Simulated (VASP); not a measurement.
The system is Ta2PbO3.

```
Ta Pb O
1.0
     4.01572    0.00000    0.00000
    -2.00786    3.47772    0.00000
     0.00000    0.00000    7.61059
Ta Pb O
2 1 3
Direct
  0.33333 0.66667 0.50000
  0.66667 0.33333 0.00000
  0.33333 0.66667 0.00000
  0.33333 0.66667 0.24562
  0.33333 0.66667 0.75438
  0.66667 0.33333 0.50000
```

The cell was built from a structure type or drawn by symmetry, and may not be a known phase.

* Program: VASP 6.6.1
* Task: relaxation of cell and atoms
* Functional: PBE
* Potentials or basis: VASP PAW PBE potentials, release 64 (Ta_pv, Pb_d, O)
* Cutoff: 600 eV
* k mesh: 5 × 5 × 2
* Occupations: gaussian, width 0.2 eV
* Spin: no spin polarisation

At the start: pressure 39.7 GPa; volume 17.71 Å³/atom.

Task: Where does the relaxation end?

Result: Over 10 steps the energy falls by 1052.6 meV/atom and the volume is 24.19 Å³/atom (+36.6 %); space group P-6m2 (No. 187, to 0.1 Å) before and after.

The path:
```tsv
step	energy change (eV)	largest force (eV/Å)	pressure (GPa)	volume (Å³)
1	0.0000	11.2158	39.73	106.29
2	-4.8470	0.9086	-7.24	188.35
3	-6.3026	0.2138	-0.16	146.27
4	-6.3058	0.1830	0.14	145.39
5	-6.3071	0.1469	0.49	144.40
6	-6.3140	0.0495	-0.27	145.80
7	-6.3140	0.0433	-0.31	145.89
8	-6.3148	0.2106	0.14	145.26
9	-6.3150	0.1588	-0.01	145.46
10	-6.3159	0.0642	0.00	145.14
```

Final structure:
```
Ta Pb O
1.0
     4.37949    0.00000    0.00000
    -2.18974    3.79275    0.00000
     0.00000    0.00000    8.73768
Ta Pb O
2 1 3
Cartesian
  0.0000 2.5285 4.3688
  2.1897 1.2642 8.7377
  0.0000 2.5285 8.7377
  0.0000 2.5285 2.5194
  0.0000 2.5285 6.2183
  2.1897 1.2642 4.3688
```

Caveat: the k points lie up to 0.36 Å⁻¹ apart in the final cell; the volume moved by over 15 % at a fixed basis, so the end points are rough; the relaxation stopped at a loose force limit of 0.08 eV/Å, so its end isn't a converged minimum.
